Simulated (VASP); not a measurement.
# MgF2 (P4_2/mnm) in VASP: notebook, part 2 of 2

VASP 6.6.1. The steps go on from the part before.

## (4) Relaxation of shape and atoms at fixed volume, PBEsol (10.32 Å³/atom)

This run uses another cell than the first one, of 10.32 Å³/atom.

Contents of INCAR:

```
  ALGO = Normal
  EDIFF = 1E-7
  EDIFFG = -0.01
  ENCUT = 600
  GGA = PS
  GGA_COMPAT = False
  IBRION = 2
  ISIF = 4
  ISMEAR = 0
  LASPH = True
  LCHARG = False
  LREAL = False
  LWAVE = False
  NELM = 120
  NELMIN = 4
  NSW = 50
  PREC = Accurate
  SIGMA = 0.02
```

Contents of KPOINTS:

```
k-points
0
Gamma
  6 6 8
```

Contents of POSCAR:

```
MgF2
1.0
    4.5398089422      0.0000000000      0.0000000000
    0.0000000000      4.5398089422      0.0000000000
    0.0000000000      0.0000000000      3.0053444376
Mg F
2 4
Direct
    0.0000000000      0.0000000000      0.0000000000
    0.5000000000      0.5000000000      0.5000000000
    0.3028752227      0.3028752227      0.0000000000
    0.1971247773      0.8028752227      0.5000000000
    0.6971247773      0.6971247773      0.0000000000
    0.8028752227      0.1971247773      0.5000000000
```

Launch:

```bash
> cat potpaw_PBE.64/Mg/POTCAR potpaw_PBE.64/F/POTCAR > POTCAR
> mpirun -np 1 vasp_std > vasp.out
```

Wall time 29 s (1 thread of Intel Xeon 6975P-C (Granite Rapids), shared host); peak memory 0.21 GiB.

It converged, with:

- Free energy: -32.5387 eV
- Energy gained by relaxing: 0.1 meV/atom
- Ionic steps: 2
- Pressure after relaxing: 6.0 GPa
- Largest force after relaxing: 0.010 eV/Å
- Band gap on the k mesh: 7.28 eV

Forces on the atoms (eV/Å):
```
Mg   0.000  0.000  0.000
Mg   0.000  0.000  0.000
F   -0.007 -0.007  0.000
F    0.007 -0.007  0.000
F    0.007  0.007  0.000
F   -0.007  0.007  0.000
```

Stress tensor (GPa, compression positive):
```
5.96 0.00 0.00
0.00 5.96 0.00
0.00 0.00 6.09
```

The path:
| step | energy change (eV) | largest force (eV/Å) | pressure (GPa) | volume (Å³) |
| --- | --- | --- | --- | --- |
| 1 | 0.0000 | 0.0455 | 6.06 | 61.94 |
| 2 | -0.0004 | 0.0098 | 6.00 | 61.94 |

Final structure:
```yaml
crystal:
  lattice:
    - [4.53762, 0.00000, 0.00000]
    - [0.00000, 4.53762, 0.00000]
    - [0.00000, 0.00000, 3.00824]
  atoms:
    - { symbol: Mg, position: [0.00000, 0.00000, 0.00000] }
    - { symbol: Mg, position: [0.50000, 0.50000, 0.50000] }
    - { symbol: F, position: [0.30253, 0.30253, 0.00000] }
    - { symbol: F, position: [0.19747, 0.80253, 0.50000] }
    - { symbol: F, position: [0.69747, 0.69747, 0.00000] }
    - { symbol: F, position: [0.80253, 0.19747, 0.50000] }
```

Levels at points of the mesh, in eV from the valence-band top:
```
           k point  band 12  band 13  band 14  band 15  band 16  band 17  band 18  band 19  band 20
(0.00, 0.00, 0.00)    -1.31    -0.75    -0.33    -0.33     0.00     7.28    12.38    12.38    13.79
(0.50, 0.00, 0.00)    -1.47    -1.03    -1.03    -0.41    -0.41     9.76     9.76    13.66    13.66
(0.50, 0.50, 0.00)    -1.37    -1.01    -1.01    -0.85    -0.85    11.49    11.49    11.62    11.62
(0.00, 0.00, 0.50)    -1.51    -1.29    -1.29    -0.93    -0.93    12.09    12.09    15.08    15.08
(0.50, 0.00, 0.50)    -1.46    -0.78    -0.78    -0.72    -0.72    12.96    12.96    13.80    13.80
(0.50, 0.50, 0.50)    -1.47    -0.66    -0.66    -0.50    -0.50    13.40    13.40    13.72    13.72
```

Caveat: the PAW data sets were made with another functional, which shifts forces and pressure a little. A k mesh can miss the band edges.

## (5) Relaxation of shape and atoms at fixed volume, PBEsol (10.65 Å³/atom)

This run uses another cell than the first one, of 10.65 Å³/atom.

Contents of INCAR:

```
ALGO     = Normal         # electronic algorithm
EDIFF    = 1E-7           # SCF threshold, eV
EDIFFG   = -0.01          # ionic threshold
ENCUT    = 600            # plane-wave cutoff, eV
GGA      = PS             # functional
GGA_COMPAT= False        
IBRION   = 2              # ionic algorithm
ISIF     = 4              # what is computed and relaxed
ISMEAR   = 0              # smearing method
LASPH    = True           # aspherical terms in the spheres
LCHARG   = False          # write CHGCAR
LREAL    = False          # projectors in reciprocal space
LWAVE    = False          # write WAVECAR
NELM     = 120            # most SCF steps
NELMIN   = 4            
NSW      = 50             # ionic steps
PREC     = Accurate       # precision mode
SIGMA    = 0.02           # smearing width, eV
```

KPOINTS is that of step 4.

Contents of POSCAR:

```
MgF2
1.0
    4.5919280998      0.0000000000      0.0000000000
    0.0000000000      4.5919280998      0.0000000000
    0.0000000000      0.0000000000      3.0312595696
Mg F
2 4
Direct
    0.0000000000      0.0000000000      0.0000000000
    0.5000000000      0.5000000000      0.5000000000
    0.3033761543      0.3033761543      0.0000000000
    0.1966238457      0.8033761543      0.5000000000
    0.6966238457      0.6966238457      0.0000000000
    0.8033761543      0.1966238457      0.5000000000
```

Potentials or basis: VASP PAW PBE potentials, release 64 (Mg, F).

Launch:

```bash
> cat potpaw_PBE.64/Mg/POTCAR potpaw_PBE.64/F/POTCAR > POTCAR
> mpirun -np 1 vasp_std > vasp.out
```

OUTCAR:

```text
EDIFF = 1E-7
   EDIFFG = -0.01
   ENCUT = 600
   GGA = PS
   IBRION = 2
   ISIF = 4
   ISMEAR = 0
   LASPH = True
   LREAL = False
   NELM = 120
   NELMIN = 4
   NSW = 50
   PREC = Accurate

 ion  position               nearest neighbor table
   1  0.000  0.000  0.000-   3 1.97   5 1.97   4 1.98   6 1.98   4 1.98   6 1.98   2 3.58   2 3.58
                             2 3.58   2 3.58   2 3.58   2 3.58   2 3.58   2 3.58
   2  0.500  0.500  0.500-   4 1.97   6 1.97   5 1.98   3 1.98   3 1.98   5 1.98   1 3.58   1 3.58
                             1 3.58   1 3.58   1 3.58   1 3.58   1 3.58   1 3.58
   3  0.303  0.303  0.000-   1 1.97   2 1.98   2 1.98
   4  0.197  0.803  0.500-   2 1.97   1 1.98   1 1.98
   5  0.697  0.697  0.000-   1 1.97   2 1.98   2 1.98
   6  0.803  0.197  0.500-   2 1.97   1 1.98   1 1.98

  LATTYP: Found a simple tetragonal cell.
 ALAT       =     4.5919280998
 C/A-ratio  =     0.6601278382

  Lattice vectors:
[... 277 lines left out ...]
  free energy    TOTEN  =       -32.59581402 eV

  energy without entropy =      -32.59581402  energy(sigma->0) =      -32.59581402

 E-fermi :  -1.0684     XC(G=0): -10.0979

 val. band max:       -1.1750815209   @ k =   0.0000   0.0000   0.0000
 cond. band min:       5.8912419310   @ k =   0.0000   0.0000   0.0000
 fundamental gap:      7.0663234519
 Fermi energy:        -1.0684117326

 k-point     1 :       0.0000    0.0000    0.0000
  band No.  band energies     occupation
      1     -21.9051      2.00000
      2     -21.0388      2.00000
      3     -21.0388      2.00000
      4     -20.9400      2.00000
      5      -5.3859      2.00000
      6      -3.8043      2.00000
[... 541 lines left out ...]
     19      13.3458      0.00000
     20      13.3458      0.00000

 [... further k-points ...]

------------------------ aborting loop because EDIFF is reached ----------------------------------------

  FORCE on cell =-STRESS in cart. coord.  units (eV):
  Direction    XX          YY          ZZ          XY          YZ          ZX
  --------------------------------------------------------------------------------------
  -------------------------------------------------------------------------------------
  Total        0.8861512      0.8861512      0.8994883     -0.0000000      0.0000000      0.0000000
  in kB       22.2128940     22.2128940     22.5472110     -0.0000000      0.0000000      0.0000000
  external PRESSURE =      22.3243330 kB  Pullay stress =       0.0000000 kB
[... 21 lines left out ...]
  FREE ENERGIE OF THE ION-ELECTRON SYSTEM (eV)
  ---------------------------------------------------
  free  energy   TOTEN  =       -32.5958140186 eV

  energy  without entropy=      -32.5958140186  energy(sigma->0) =      -32.59581402

 reached required accuracy - stopping structural energy minimisation
```

Wall time 52 s (1 thread of Intel Xeon 6975P-C (Granite Rapids), shared host); peak memory 0.22 GiB.

Results:

```
Free energy               : -32.5958 eV
Energy gained by relaxing : 0.1 meV/atom
Ionic steps               : 3
Pressure after relaxing   : 2.2 GPa
Band gap on the k mesh    : 7.07 eV
```

The path:
```tsv
step	energy change (eV)	largest force (eV/Å)	pressure (GPa)	volume (Å³)
1	0.0000	0.0462	2.32	63.92
2	-0.0004	0.0149	2.26	63.92
3	-0.0004	0.0016	2.23	63.92
```

Final structure:
```xyz
6
Lattice="4.5885 0.0000 0.0000 0.0000 4.5885 0.0000 0.0000 0.0000 3.0357" Properties=species:S:1:pos:R:3 pbc="T T T"
Mg    0.0000    0.0000    0.0000
Mg    2.2943    2.2943    1.5179
F     1.3897    1.3897    0.0000
F     0.9046    3.6839    1.5179
F     3.1989    3.1989    0.0000
F     3.6839    0.9046    1.5179
```

Caveat: the PAW data sets were made with another functional, which shifts forces and pressure a little.

## (6) Relaxation of cell and atoms, PBEsol

This run uses another cell than the first one, of 10.88 Å³/atom.

Contents of INCAR:

```
SYSTEM = MgF2
PREC = Accurate
ENCUT = 600
EDIFF = 1E-7
ISMEAR = 0
SIGMA = 0.02
LREAL = .False.
LASPH = .True.
NELM = 120
ALGO = Normal
ISIF = 3
LWAVE = .False.
LCHARG = .False.
GGA = PS
IBRION = 2
NSW = 100
EDIFFG = -0.005
GGA_COMPAT = .False.
NELMIN = 4
```

Contents of KPOINTS:

```
regular mesh
0
Gamma
  6 6 8
  0 0 0
```

Contents of POSCAR:

```
MgF2
1.0
    4.6250000000      0.0000000000      0.0000000000
    0.0000000000      4.6250000000      0.0000000000
    0.0000000000      0.0000000000      3.0520000000
Mg F
2 4
Direct
    0.0000000000      0.0000000000      0.0000000000
    0.5000000000      0.5000000000      0.5000000000
    0.3030000000      0.3030000000      0.0000000000
    0.1970000000      0.8030000000      0.5000000000
    0.6970000000      0.6970000000      0.0000000000
    0.8030000000      0.1970000000      0.5000000000
```

Potentials or basis: VASP PAW PBE potentials, release 64 (Mg, F).

Launch:

```bash
> cat potpaw_PBE.64/Mg/POTCAR potpaw_PBE.64/F/POTCAR > POTCAR
> mpirun -np 1 vasp_std > vasp.out
```

OUTCAR:

```text
SYSTEM = MgF2
   PREC = Accurate
   ENCUT = 600
   EDIFF = 1E-7
   ISMEAR = 0
   LREAL = .False.
   LASPH = .True.
   NELM = 120
   ISIF = 3
   GGA = PS
   IBRION = 2
   NSW = 100
   EDIFFG = -0.005
   NELMIN = 4

 ion  position               nearest neighbor table
   1  0.000  0.000  0.000-   3 1.98   5 1.98   4 2.00   6 2.00   4 2.00   6 2.00   2 3.61   2 3.61
                             2 3.61   2 3.61   2 3.61   2 3.61   2 3.61   2 3.61
   2  0.500  0.500  0.500-   4 1.98   6 1.98   5 2.00   3 2.00   3 2.00   5 2.00   1 3.61   1 3.61
                             1 3.61   1 3.61   1 3.61   1 3.61   1 3.61   1 3.61
   3  0.303  0.303  0.000-   1 1.98   2 2.00   2 2.00
   4  0.197  0.803  0.500-   2 1.98   1 2.00   1 2.00
   5  0.697  0.697  0.000-   1 1.98   2 2.00   2 2.00
   6  0.803  0.197  0.500-   2 1.98   1 2.00   1 2.00

  LATTYP: Found a simple tetragonal cell.
 ALAT       =     4.6250000000
 C/A-ratio  =     0.6598918919

  Lattice vectors:

 A1 = (   4.6250000000,   0.0000000000,   0.0000000000)
 A2 = (   0.0000000000,   4.6250000000,   0.0000000000)
 A3 = (   0.0000000000,   0.0000000000,   3.0520000000)

Analysis of symmetry for initial positions (statically):
=====================================================================
[... 191 lines left out ...]
  -------------------------------------------------------------------------------------
  Total       -0.0201931     -0.0201931      0.0085474      0.0000000      0.0000000      0.0000000
  in kB       -0.4955695     -0.4955695      0.2097655      0.0000000      0.0000000      0.0000000
  external PRESSURE =      -0.2604578 kB  Pullay stress =       0.0000000 kB
[... 107 lines left out ...]
--------------------------------------- Ionic step        4  -------------------------------------------

 number of electron      32.0000022 magnetization

 Free energy of the ion-electron system (eV)
  ---------------------------------------------------
  ext. energy  EPLUGINS =         0.00000000
  ---------------------------------------------------
  free energy    TOTEN  =       -32.60989163 eV

  energy without entropy =      -32.60989163  energy(sigma->0) =      -32.60989163

 E-fermi :  -1.1333     XC(G=0):  -9.9912

 val. band max:       -1.3056922528   @ k =   0.0000   0.0000   0.0000
 cond. band min:       5.6208576406   @ k =   0.0000   0.0000   0.0000
 fundamental gap:      6.9265498933
 Fermi energy:        -1.1333085095

 k-point     1 :       0.0000    0.0000    0.0000
  band No.  band energies     occupation
      1     -21.9558      2.00000
      2     -21.1303      2.00000
      3     -21.1303      2.00000
      4     -21.0388      2.00000
      5      -5.4360      2.00000
      6      -3.8448      2.00000
[... 541 lines left out ...]
     19      13.0619      0.00000
     20      13.0619      0.00000

 [... further k-points ...]

------------------------ aborting loop because EDIFF is reached ----------------------------------------

  FORCE on cell =-STRESS in cart. coord.  units (eV):
  Direction    XX          YY          ZZ          XY          YZ          ZX
  --------------------------------------------------------------------------------------
  -------------------------------------------------------------------------------------
  Total       -0.0051542     -0.0051542      0.0045781      0.0000000      0.0000000      0.0000000
  in kB       -0.1265107     -0.1265107      0.1123702      0.0000000      0.0000000      0.0000000
  external PRESSURE =      -0.0468837 kB  Pullay stress =       0.0000000 kB
[... 21 lines left out ...]
  FREE ENERGIE OF THE ION-ELECTRON SYSTEM (eV)
  ---------------------------------------------------
  free  energy   TOTEN  =       -32.6098916279 eV

  energy  without entropy=      -32.6098916279  energy(sigma->0) =      -32.60989163

 reached required accuracy - stopping structural energy minimisation
```

CONTCAR:

```text
MgF2
   1.00000000000000
     4.6236812823455615    0.0000000000000000    0.0000000000000000
     0.0000000000000000    4.6236812823455615    0.0000000000000000
     0.0000000000000000    0.0000000000000000    3.0532871021944588
  Mg              F
     2     4
Direct
     0.0000000000000000    0.0000000000000000    1.0000000000000000
     0.5000000000000000    0.5000000000000000    0.5000000000000000
     0.3032284850037498    0.3032284850037498    0.0000000000000000
     0.1967715149962502    0.8032284850037497    0.5000000000000000
     0.6967715149962503    0.6967715149962503    1.0000000000000000
     0.8032284850037497    0.1967715149962502    0.5000000000000000

  0.00000000E+00  0.00000000E+00  0.00000000E+00
  0.00000000E+00  0.00000000E+00  0.00000000E+00
  0.00000000E+00  0.00000000E+00  0.00000000E+00
  0.00000000E+00  0.00000000E+00  0.00000000E+00
  0.00000000E+00  0.00000000E+00  0.00000000E+00
  0.00000000E+00  0.00000000E+00  0.00000000E+00
```

It took 71 s on 1 thread of Intel Xeon 6975P-C (Granite Rapids), shared host; peak memory 0.24 GiB.

What came out:

* Free energy: -32.6099 eV
* Relaxed volume: 10.88 Å³/atom
* Relaxed cell: a = 4.624 Å, b = 4.624 Å, c = 3.053 Å, α = 90.00°, β = 90.00°, γ = 90.00°
* Space group after relaxing (to 0.1 Å): P4_2/mnm (No. 136)
* Energy gained by relaxing: 0.0 meV/atom
* Ionic steps: 4
* Pressure after relaxing: 0.0 GPa
* Band gap on the k mesh: 6.93 eV

Final structure:
```
Mg F
1.0
     4.62368    0.00000    0.00000
     0.00000    4.62368    0.00000
     0.00000    0.00000    3.05329
Mg F
2 4
Direct
  0.00000 0.00000 0.00000
  0.50000 0.50000 0.50000
  0.30323 0.30323 0.00000
  0.19677 0.80323 0.50000
  0.69677 0.69677 0.00000
  0.80323 0.19677 0.50000
```

Levels at points of the mesh, in eV from the valence-band top:
| k point | band 14 | band 15 | band 16 | band 17 | band 18 | band 19 |
| --- | --- | --- | --- | --- | --- | --- |
| (0.00, 0.00, 0.00) | -0.32 | -0.32 | 0.00 | 6.93 | 12.04 | 12.04 |
| (0.50, 0.00, 0.00) | -0.99 | -0.38 | -0.38 | 9.34 | 9.34 | 13.30 |
| (0.50, 0.50, 0.00) | -0.96 | -0.78 | -0.78 | 11.07 | 11.07 | 11.12 |
| (0.00, 0.00, 0.50) | -1.17 | -0.87 | -0.87 | 11.67 | 11.67 | 14.73 |
| (0.50, 0.00, 0.50) | -0.74 | -0.67 | -0.67 | 12.56 | 12.56 | 13.30 |
| (0.50, 0.50, 0.50) | -0.61 | -0.49 | -0.49 | 13.12 | 13.12 | 13.15 |

Caveat: the PAW data sets were made with another functional, which shifts forces and pressure a little. A k mesh can miss the band edges.

## (7) The runs side by side

```tsv
task	cell	gap on the mesh (eV)	pressure (GPa)
relaxation of shape and atoms at fixed volume	relaxed from a = 4.434, b = 4.434, c = 2.949 Å, 6 atoms, atomic positions A	7.75	15.7
relaxation of shape and atoms at fixed volume	relaxed from a = 4.487, b = 4.487, c = 2.978 Å, 6 atoms, atomic positions B	7.51	10.4
relaxation of shape and atoms at fixed volume	relaxed from a = 4.540, b = 4.540, c = 3.005 Å, 6 atoms, atomic positions C	7.28	6.0
relaxation of shape and atoms at fixed volume	relaxed from a = 4.592, b = 4.592, c = 3.031 Å, 6 atoms, atomic positions D	7.07	2.2
relaxation of cell and atoms	relaxed from a = 4.625, b = 4.625, c = 3.052 Å, 6 atoms, atomic positions E	6.93	0.0
```

Alike in all rows: level PBEsol; potentials or basis VASP PAW PBE potentials, release 64 (Mg, F); no spin polarisation; k mesh 6 × 6 × 8; cutoff (eV) 600; smearing gaussian 0.02 eV.

Caveats: the PAW data sets were made with another functional, which shifts forces and pressure a little.

Total energies depend on the potentials used, so only differences within one code and one set of settings carry meaning.
